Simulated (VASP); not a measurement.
# Si (P6/mmm) in VASP: further runs, part 2 of 2

VASP 6.6.1.

## 3. Single point, r2SCAN (strain -0.025 along x and y, +0.025 along z)

The input, POSCAR:

```
Si
1.0
    2.5632758802      0.0000000000      0.0000000000
   -1.2816379401      2.2198620292      0.0000000000
    0.0000000000      0.0000000000      2.5561440493
Si
1
Direct
    0.0000000000      0.0000000000      0.0000000000
```

The input, INCAR.step1:

```
ALGO     = Normal         # electronic algorithm
EDIFF    = 1E-4           # SCF threshold, eV
ENCUT    = 520            # plane-wave cutoff, eV
GGA      = PE             # functional
ISMEAR   = 0              # smearing method
LASPH    = True           # aspherical terms in the spheres
LCHARG   = False          # write CHGCAR
LREAL    = False          # projectors in reciprocal space
LWAVE    = True           # write WAVECAR
NBANDS   = 8              # bands
NELM     = 80             # most SCF steps
PREC     = Accurate       # precision mode
SIGMA    = 0.15           # smearing width, eV
```

The input, INCAR.step2:

```
ALGO     = Normal         # electronic algorithm
EDIFF    = 1E-6           # SCF threshold, eV
ENCUT    = 520            # plane-wave cutoff, eV
ISIF     = 2              # what is computed and relaxed
ISMEAR   = 0              # smearing method
ISTART   = 1            
LASPH    = True           # aspherical terms in the spheres
LCHARG   = False          # write CHGCAR
LMIXTAU  = True         
LREAL    = False          # projectors in reciprocal space
LWAVE    = False          # write WAVECAR
METAGGA  = R2SCAN         # meta-GGA
NBANDS   = 8              # bands
NELM     = 80             # most SCF steps
PREC     = Accurate       # precision mode
SIGMA    = 0.15           # smearing width, eV
```

The input, KPOINTS:

```
k-points
0
Gamma
  24 24 24
```

Potentials or basis: VASP PAW PBE potentials, release 64 (Si).

Started as:

```console
$ cat potpaw_PBE.64/Si/POTCAR > POTCAR
$ cp INCAR.step1 INCAR
$ mpirun -np 1 vasp_std > vasp.out
$ cp INCAR.step2 INCAR
$ mpirun -np 1 vasp_std > vasp.out
```

OUTCAR:

```text
EDIFF = 1E-6
   ENCUT = 520
   ISIF = 2
   ISMEAR = 0
   ISTART = 1
   LASPH = True
   LREAL = False
   METAGGA = R2SCAN
   NELM = 80
   PREC = Accurate

 ion  position               nearest neighbor table
   1  0.000  0.000  0.000-

  LATTYP: Found a hexagonal cell.
 ALAT       =     2.5632758802
 C/A-ratio  =     0.9972176889

  Lattice vectors:

 A1 = (   2.5632758802,   0.0000000000,   0.0000000000)
 A2 = (  -1.2816379401,   2.2198620292,   0.0000000000)
 A3 = (   0.0000000000,   0.0000000000,   2.5561440493)

Analysis of symmetry for initial positions (statically):
=====================================================================
 Subroutine PRICEL returns:
 Original cell was already a primitive cell.

 Routine SETGRP: Setting up the symmetry group for a
 hexagonal supercell.

 Subroutine GETGRP returns: Found 24 space group operations
 (whereof 24 operations were pure point group operations)
 out of a pool of 24 trial point group operations.

The static configuration has the point symmetry D_6h.

Analysis of symmetry for dynamics (positions and initial velocities):
=====================================================================
 Subroutine PRICEL returns:
 Original cell was already a primitive cell.

 Routine SETGRP: Setting up the symmetry group for a
 hexagonal supercell.

 Subroutine GETGRP returns: Found 24 space group operations
 (whereof 24 operations were pure point group operations)
 out of a pool of 24 trial point group operations.

The dynamic configuration has the point symmetry D_6h.

 Subroutine INISYM returns: Found 24 space group operations
 (whereof 24 operations are pure point group operations),
 and found     1 'primitive' translations

----------------------------------------------------------------------------------------

                                     Primitive cell

  volume of cell :      14.5448

  direct lattice vectors                    reciprocal lattice vectors
     2.563275880  0.000000000  0.000000000     0.390125779  0.225239224  0.000000000
    -1.281637940  2.219862029  0.000000000     0.000000000  0.450478447  0.000000000
     0.000000000  0.000000000  2.556144049     0.000000000  0.000000000  0.391214259

  length of vectors
     2.563275880  2.563275880  2.556144049     0.450478447  0.450478447  0.391214259

  position of ions in fractional coordinates (direct lattice)
     0.000000000  0.000000000  0.000000000

  ion indices of the primitive-cell ions
   primitive index   ion index
                 1           1

----------------------------------------------------------------------------------------

 KPOINTS: k-points

Automatic generation of k-mesh.
 Grid dimensions read from file:
 generate k-points for:   24   24   24

 Generating k-lattice:

  Cartesian coordinates                     Fractional coordinates (reciprocal lattice)
     0.016255241  0.009384968  0.000000000     0.041666667 -0.000000000  0.000000000
     0.000000000  0.018769935  0.000000000     0.000000000  0.041666667  0.000000000
     0.000000000  0.000000000  0.016300594     0.000000000  0.000000000  0.041666667

  Length of vectors
     0.018769935  0.018769935  0.016300594

  Shift w.r.t. Gamma in fractional coordinates (k-lattice)
     0.000000000  0.000000000  0.000000000

 Subroutine IBZKPT returns following result:
 ===========================================

 Found    793 irreducible k-points:

 Following reciprocal coordinates:
            Coordinates               Weight
  0.000000  0.000000  0.000000      1.000000
  0.041667 -0.000000  0.000000      6.000000
  0.083333  0.000000  0.000000      6.000000
  0.125000  0.000000  0.000000      6.000000
  0.166667  0.000000  0.000000      6.000000
  0.208333  0.000000  0.000000      6.000000
[... 16 lines left out ...]
  0.416667  0.041667  0.000000     12.000000
  0.458333  0.041667  0.000000     12.000000
 [... further k-points ...]
   k-points           NKPTS =    793   k-points in BZ     NKDIM =    793   number of bands    NBANDS=      8
   number of dos      NEDOS =    301   number of ions     NIONS =      1
   total plane-waves  NPLWV =   8000
   dimension x,y,z NGX =    20 NGY =   20 NGZ =   20
   dimension x,y,z NGXF=    40 NGYF=   40 NGZF=   40
   ions per type =               1
   NGX,Y,Z   is equivalent  to a cutoff of  12.97, 12.97, 13.01 a.u.
   NGXF,Y,Z  is equivalent  to a cutoff of  25.94, 25.94, 26.02 a.u.
 SYSTEM =  unknown system
   PREC   = accura    normal or accurate (medium, high low for compatibility)
   ISTART =      1    job   : 0-new  1-cont  2-samecut
   ICHARG =      0    charge: 1-file 2-atom 10-const
   ISPIN  =      1    spin polarized calculation?
   LNONCOLLINEAR =      F non collinear calculations
   LSORBIT =      F    spin-orbit coupling
   LASPH  =      T    aspherical Exc in radial PAW
   ENCUT  =  520.0 eV  38.22 Ry    6.18 a.u.   4.77  4.77  4.75*2*pi/ulx,y,z
   NELM   =     80;   NELMIN=  2; NELMDL=  0     # of ELM steps
   EDIFF  = 0.1E-05   stopping-criterion for ELM
   LREAL  =      F    real-space projection
   EDIFFG = 0.1E-04   stopping-criterion for IOM
   NSW    =      0    number of steps for IOM
   IBRION =     -1    ionic relax: 0-MD 1-quasi-New 2-CG
   NFREE  =      0    steps in history (QN), initial steepest desc. (CG)
   ISIF   =      2    stress and relaxation
   ISYM   =      2    0-nonsym 1-usesym 2-fastsym
   POTIM  = 0.5000    time-step for ionic-motion
   TEBEG  =    0.0;   TEEND  =   0.0 temperature during run
   PSTRESS=    0.0 pullay stress
   NELECT =       4.0000    total number of electrons
   NUPDOWN=      -1.0000    fix difference up-down
   EMIN   =  10.00;   EMAX   =-10.00  energy-range for DOS
   EFERMI =   0.00;   METHOD = LEGACY
   ISMEAR =     0;   SIGMA  =   0.15  broadening in eV -4-tet -1-fermi 0-gaus
   EFERMI_NEDOS =   21; number of points for ismear=-14 and -15
   IALGO  =     38    algorithm
   IMIX   =      4    mixing-type and parameters
     AMIX     =   0.40;   BMIX     =  1.00
     AMIX_MAG =   1.60;   BMIX_MAG =  1.00
  volume/ion in A,a.u.               =      14.54        98.15
  Fermi-wavevector in a.u.,A,eV,Ry     =   1.064615  2.011831 15.420915  1.133405
  Thomas-Fermi vector in A             =   2.200139
   LORBIT       =      0    0 simple, 1 ext, 2 COOP (PROOUT), +10 PAW based schemes
   METAGGA = R2SCAN    functional components
   LHFCALC =     F    Hartree Fock is set to
   AEXX    =    0.0000 exact exchange contribution
   IVDW    =     0    specifies the selected vdW correction
   LEPSILON=     F    determine dielectric tensor
   LRPA    =     F    only Hartree local field effects (RPA)
 non-spin polarized calculation
 Gauss-broadening in eV      SIGMA  =   0.15
  energy-cutoff  :      520.00
  volume of cell :       14.54
 maximum number of plane-waves:       412
 NGX is ok and might be reduce to    20
   NGX =  9   NGY =  9   NGZ =  9

 number of electron       4.0000000 magnetization

 Free energy of the ion-electron system (eV)
  ---------------------------------------------------
  ext. energy  EPLUGINS =         0.00000000
  ---------------------------------------------------
  free energy    TOTEN  =        -8.29878326 eV

  energy without entropy =       -8.29494905  energy(sigma->0) =       -8.29686615

 E-fermi :   9.7903     XC(G=0): -11.6963

 val. band max:        9.7899785785   @ k =   0.2500   0.2083   0.1250
 cond. band min:       9.8093565633   @ k =   0.2083   0.2083   0.1250
 fundamental gap:      0.0193779848
 Fermi energy:         9.7903308641

 k-point     1 :       0.0000    0.0000    0.0000
  band No.  band energies     occupation
      1      -5.2260      2.00000
      2      16.4588      0.00000
      3      17.0239      0.00000
      4      22.1962      0.00000
      5      22.1962      0.00000
      6      23.5054      0.00000
      7      23.5054      0.00000
      8      29.3727      0.00000

 k-point     2 :       0.0417   -0.0000    0.0000
  band No.  band energies     occupation
      1      -5.1720      2.00000
      2      16.5053      0.00000
      3      16.9594      0.00000
      4      21.4359      0.00000
      5      21.6035      0.00000
      6      23.7024      0.00000
      7      24.1903      0.00000
      8      29.9878      0.00000
[... 221 lines left out ...]
 k-point    23 :       0.4167    0.0417    0.0000
  band No.  band energies     occupation
      1       0.6782      2.00000
      2       4.4253      2.00000
      3      15.0314      0.00000
      4      18.4279      0.00000
      5      21.4276      0.00000
      6      25.3099      0.00000
      7      26.7720      0.00000
      8      30.2445      0.00000

 k-point    24 :       0.4583    0.0417    0.0000
  band No.  band energies     occupation
      1       1.8123      2.00000
      2       3.1027      2.00000
      3      14.9432      0.00000
      4      18.3725      0.00000
      5      22.1289      0.00000
      6      24.4428      0.00000
      7      27.7367      0.00000
      8      29.1038      0.00000

 [... further k-points ...]
[... 5 lines left out ...]
  --------------------------------------------------------------------------------------
  -------------------------------------------------------------------------------------
  Total        0.7119581      0.7119581     -0.6076533      0.0000000     -0.0000000      0.0000000
  in kB       78.4256974     78.4256974    -66.9360075      0.0000000     -0.0000000      0.0000000
  external PRESSURE =      29.9717957 kB  Pullay stress =       0.0000000 kB

 VOLUME and BASIS-vectors are now :
 -----------------------------------------------------------------------------
  energy-cutoff  :      520.00
  volume of cell :       14.54
      direct lattice vectors                 reciprocal lattice vectors
     2.563275880  0.000000000  0.000000000     0.390125779  0.225239224  0.000000000
    -1.281637940  2.219862029  0.000000000     0.000000000  0.450478447  0.000000000
     0.000000000  0.000000000  2.556144049     0.000000000  0.000000000  0.391214259

 POSITION                                       TOTAL-FORCE (eV/Angst)
 -----------------------------------------------------------------------------------
      0.00000      0.00000      0.00000        -0.000000      0.000000      0.000000
 -----------------------------------------------------------------------------------
    total drift:                                0.000000      0.000000      0.000000

  FREE ENERGIE OF THE ION-ELECTRON SYSTEM (eV)
  ---------------------------------------------------
  free  energy   TOTEN  =        -8.2987832618 eV

  energy  without entropy=       -8.2949490479  energy(sigma->0) =       -8.29686615
```

Run time: 2.9 min. Hardware: 1 thread of Intel Xeon Platinum 8488C (Sapphire Rapids), shared host; peak memory 0.19 GiB.

What came out:

- Free energy: -8.2988 eV
- Pressure: 3.0 GPa
- Band gap on the k mesh: zero (bands 2 and 3 overlap by 11.60 eV)

Caveat: the cell differs from its parent crystal (strain -0.025 along x and y, +0.025 along z); the stress differs along the axes, from -7 to 8 GPa; the PAW data sets were made with another functional, which shifts forces and pressure a little.
